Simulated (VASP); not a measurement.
Here is a VASP 6.6.1 calculation.

File INCAR:

```
SYSTEM = MoS2
PREC = Accurate ; ENCUT = 520
EDIFF = 1E-7 ; ISMEAR = 0
SIGMA = 0.02 ; LREAL = .FALSE.
LASPH = .TRUE. ; NELM = 80
ALGO = Normal ; ISIF = 2
LWAVE = .FALSE. ; LCHARG = .TRUE.
LDIPOL = .TRUE. ; IDIPOL = 3
DIPOL = 0.5 0.5 0.500 ; GGA = CA
LELF = .TRUE. ; LVHAR = .TRUE.
LVACPOTAV = .TRUE. ; NBANDS = 20
```

Contents of KPOINTS:

```
regular mesh
0
G
  12 12 1
  0 0 0
```

Contents of POSCAR:

```
MoS2
1.0
    3.1542346165      0.0000000000      0.0000000000
   -1.5771173083      2.7316473074      0.0000000000
    0.0000000000      0.0000000000     32.2630186430
S Mo
2 1
Direct
    0.3333333333      0.6666666667      0.4514239391
    0.3333333333      0.6666666667      0.5485760609
    0.6666666667      0.3333333333      0.5000000000
```

Potentials or basis: VASP PAW LDA potentials, release 64 (S, Mo_sv).

Launch:

```console
$ cat potpaw_LDA.64/S/POTCAR potpaw_LDA.64/Mo_sv/POTCAR > POTCAR
$ mpirun -np 1 vasp_std > vasp.out
```

Problem. Predict the band gap on the k mesh.

Solution. 1.78 eV, direct.

Problem. Estimate the largest force.

Solution. 0.487 eV/Å.

Problem. Estimate the ionisation potential of the upper face.

Solution. 6.16 eV.

Forces on the atoms (eV/Å):
```
S    0.000  0.000  0.487
S    0.000  0.000 -0.487
Mo   0.000  0.000  0.000
```
